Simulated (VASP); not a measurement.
**NaMg5Cl11: single point with PBE**

System: NaMg5Cl11.

```
Na Cl Mg
1.0
     7.33582   -0.10220   -0.17549
    -0.10220    7.49018   -0.18605
    -0.17549   -0.18605    8.05464
Na Cl Mg
1 11 5
Direct
  0.58254 0.98876 0.71153
  0.79512 0.32821 0.86401
  0.15350 0.50093 0.10365
  0.51240 0.14623 0.10862
  0.85099 0.11415 0.51846
  0.93334 0.80476 0.71523
  0.23879 0.35312 0.53509
  0.62811 0.72530 0.10395
  0.72109 0.47359 0.38003
  0.22716 0.80200 0.35828
  0.98767 0.98016 0.03822
  0.33564 0.83422 0.79602
  0.92955 0.47033 0.62424
  0.32855 0.89919 0.08086
  0.87167 0.69756 0.97710
  0.82081 0.18945 0.22109
  0.40380 0.53045 0.33674
```

- Program: VASP 6.6.1
- Task: single point
- Functional: PBE
- Potentials or basis: VASP PAW PBE potentials, release 64 (Na_pv, Cl, Mg)
- Cutoff: 520 eV
- k mesh: 1 × 1 × 1
- Occupations: fermi-dirac, width 0.1379 eV
- Spin: no spin polarisation
- Dipole correction: no
- Further INCAR settings: ALGO = Normal; EDIFF = 1e-06; NBANDS = 61; ISYM = 0

* Pressure: 2.3 GPa
* Largest force: 2.732 eV/Å

Forces in eV/Å, atoms in the order of the input:
```
Na   1.368  1.089 -0.648
Cl   0.170  1.240 -0.092
Cl  -0.197 -0.396 -0.510
Cl   0.257  1.128  0.426
Cl  -0.051  0.320 -1.369
Cl  -0.955 -2.415 -0.846
Cl  -0.017  0.587  0.013
Cl  -2.217  0.062  1.136
Cl   0.048  0.284 -0.012
Cl   1.094  0.549  0.104
Cl   0.572  1.583  1.307
Cl  -0.709 -0.751  0.719
Mg   0.480 -0.535  0.129
Mg  -0.644 -0.976  0.242
Mg   2.010 -1.575 -0.859
Mg   0.060 -0.317  0.396
Mg  -1.269  0.123 -0.136
```

Stress tensor (GPa, compression positive):
```
2.29 0.96 0.55
0.96 2.38 0.56
0.55 0.56 2.14
```

Levels at points of the mesh, in eV from the Fermi level:
| k point | band 45 | band 46 | band 47 | band 48 | band 49 | band 50 |
| --- | --- | --- | --- | --- | --- | --- |
| (0.00, 0.00, 0.00) | -2.10 | -1.78 | -1.70 | 1.63 | 3.14 | 3.92 |

It took 57 s on 1 thread of Intel Xeon 8259CL, on a shared host, peak memory 0.41 GiB.

Caveat: the k points lie up to 0.86 Å⁻¹ apart; the atoms stand as in a frame of molecular dynamics.
